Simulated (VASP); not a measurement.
A run of VASP 6.6.1 is set up as follows.

File POSCAR:

```
Li
1.0
    0.0000000000      2.2020000000      2.2020000000
    2.2020000000      0.0000000000      2.2020000000
    2.2020000000      2.2020000000      0.0000000000
Li
1
Direct
    0.0000000000      0.0000000000      0.0000000000
```

File INCAR.step1:

```
SYSTEM = Li
  ALGO = Normal
  EDIFF = 1E-4
  ENCUT = 600
  GGA = PE
  ISMEAR = -1
  LASPH = .True.
  LCHARG = .False.
  LREAL = .False.
  LWAVE = .True.
  NELM = 60
  PREC = Accurate
  SIGMA = 0.08
```

INCAR.step2

```
SYSTEM = Li
  ALGO = Normal
  EDIFF = 1E-7
  EDIFFG = -0.002
  ENCUT = 600
  IBRION = 2
  ISIF = 3
  ISMEAR = -1
  ISTART = 1
  LASPH = .True.
  LCHARG = .False.
  LMIXTAU = .True.
  LREAL = .False.
  LWAVE = .False.
  METAGGA = R2SCAN
  NELM = 60
  NSW = 100
  PREC = Accurate
  SIGMA = 0.08
```

KPOINTS

```
k-points
0
Gamma
  22 22 22
  0 0 0
```

Potentials or basis: VASP PAW PBE potentials, release 64 (Li_sv).

Run with:

```sh
$ cat potpaw_PBE.64/Li_sv/POTCAR > POTCAR
$ cp INCAR.step1 INCAR
$ mpirun -np 1 vasp_std > vasp.out
$ cp INCAR.step2 INCAR
$ mpirun -np 1 vasp_std > vasp.out
```

Problem. Estimate the relaxed cell.

Solution. a = 3.086 Å, b = 3.086 Å, c = 3.086 Å, α = 60.00°, β = 60.00°, γ = 60.00°.

Problem. What does it give for the space group after relaxing (to 0.1 Å)?

Solution. Fm-3m (No. 225).

Problem. Predict the relaxed volume.

Solution. 20.77 Å³/atom.

Problem. Predict the band gap on the k mesh.

Solution. Zero (an odd number of electrons rules out a gap without spin polarisation).

Final structure:
```
CELL_PARAMETERS angstrom
0.00000 2.18181 2.18181
2.18181 0.00000 2.18181
2.18181 2.18181 0.00000
ATOMIC_POSITIONS crystal
Li 0.00000 0.00000 0.00000
```

Caveat: the cutoff is under 1.25 times the usual one of these potentials, so pressure, stress and relaxed cells hold a basis-set (Pulay) error; the PAW data sets were made with another functional, which shifts forces and pressure a little.
